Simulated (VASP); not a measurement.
Set up this calculation in VASP 6.6.1, as the native input.

```
Task                   : single point
Functional             : PBE
Potentials or basis    : VASP PAW PBE potentials, release 64 (Zn, Se, S)
Cutoff                 : 520 eV
k mesh                 : 12 × 12 × 4
Occupations            : gaussian, width 0.02 eV
Spin                   : no spin polarisation
Dipole correction      : no
Further INCAR settings : ALGO = Normal; EDIFF = 1e-07; NBANDS = 36
```

The structure of Zn3SeS2 lies in POSCAR:

```
Zn3SeS2
1.0
    3.8360479631     -0.0000000283      0.0000000000
   -1.9180239571      3.3221150003      0.0000000000
    0.0000000000      0.0000000000      9.4098581632
Zn Se S
3 1 2
Direct
    0.0000000000      0.0000000000      0.0100572112
    0.6666666667      0.3333333333      0.3334942445
    0.3333333333      0.6666666667      0.6558924785
    0.0000000000      0.0000000000      0.7521830558
    0.6666666667      0.3333333333      0.0872784619
    0.3333333333      0.6666666667      0.4110935481
```

These files were run (other wordings do the same):

INCAR

```
SYSTEM = Zn3SeS2
  PREC = Accurate
  ENCUT = 520
  EDIFF = 1E-7
  ISMEAR = 0
  SIGMA = 0.02
  LREAL = .False.
  LASPH = .True.
  NELM = 100
  ALGO = Normal
  ISIF = 2
  LWAVE = .False.
  LCHARG = .False.
  GGA = PE
  NBANDS = 36
```

KPOINTS

```
Automatic mesh
0
Gamma
  12 12 4
  0 0 0
```

Potentials or basis: VASP PAW PBE potentials, release 64 (Zn, Se, S).

Launch:

```console
$ cat potpaw_PBE.64/Zn/POTCAR potpaw_PBE.64/Se/POTCAR potpaw_PBE.64/S/POTCAR > POTCAR
$ mpirun -np 1 vasp_std > vasp.out
```

It gave:

* Pressure: 4.8 GPa
* Largest force: 0.005 eV/Å
* Band gap on the k mesh: 1.67 eV

Caveat: the cell stands under pressure.

It took 3.1 min on 1 thread of AMD EPYC 9R45 96-Core Processor (Zen 5), with other jobs on the host, peak memory 0.38 GiB.
